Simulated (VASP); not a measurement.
Runs of VASP 6.6.1 on RbBr. The structure is that of space group Fm-3m (No. 225), or close to it. The cells are those of the table. 

```csv
level,cell,k mesh,smearing,gap on the mesh (eV),pressure (GPa)
PBE,"a = 4.772 Å, angles 60.0°, 2 atoms",4 × 4 × 4,gaussian 0.01 eV,(b),1.9
PBE,"a = 4.956, b = 4.956, c = 4.894 Å, angles 60.4, 60.4, 59.2°, 2 atoms",4 × 4 × 4,gaussian 0.01 eV,4.22,0.2
PBE,"a = 4.910 Å, angles 59.5°, 2 atoms",6 × 6 × 6,fermi-dirac 0.02 eV,4.29,0.6
PBE,"a = 4.868, b = 4.868, c = 4.821 Å, angles 60.3, 60.3, 59.4°, 2 atoms",6 × 6 × 6,fermi-dirac 0.02 eV,(a),1.0
r2SCAN,"a = 4.894 Å, angles 60.0°, 2 atoms",6 × 6 × 6,gaussian 0.01 eV,4.89,0.0
PBE,"a = 4.956, b = 4.956, c = 4.894 Å, angles 60.4, 60.4, 59.2°, 2 atoms",6 × 6 × 6,fermi-dirac 0.02 eV,4.22,0.2
PBE,"a = 4.895, b = 4.895, c = 4.956 Å, angles 59.6, 59.6, 59.2°, 2 atoms",4 × 4 × 4,gaussian 0.01 eV,4.27,0.6
PBE,"a = 4.894 Å, angles 60.0°, 2 atoms",6 × 6 × 6,fermi-dirac 0.02 eV,4.29,0.6
```

Alike in all rows: task single point; potentials or basis VASP PAW PBE potentials, release 64 (Rb_sv, Br); no spin polarisation; cutoff (eV) 520.

Problem. Fill in the values left out.

Solution. (a) 4.35; (b) 4.48.

Caveats: the PAW data sets were made with another functional, which shifts forces and pressure a little (at least some runs).

A k mesh can miss the band edges, and the runs leave out spin-orbit coupling on Br, Rb.
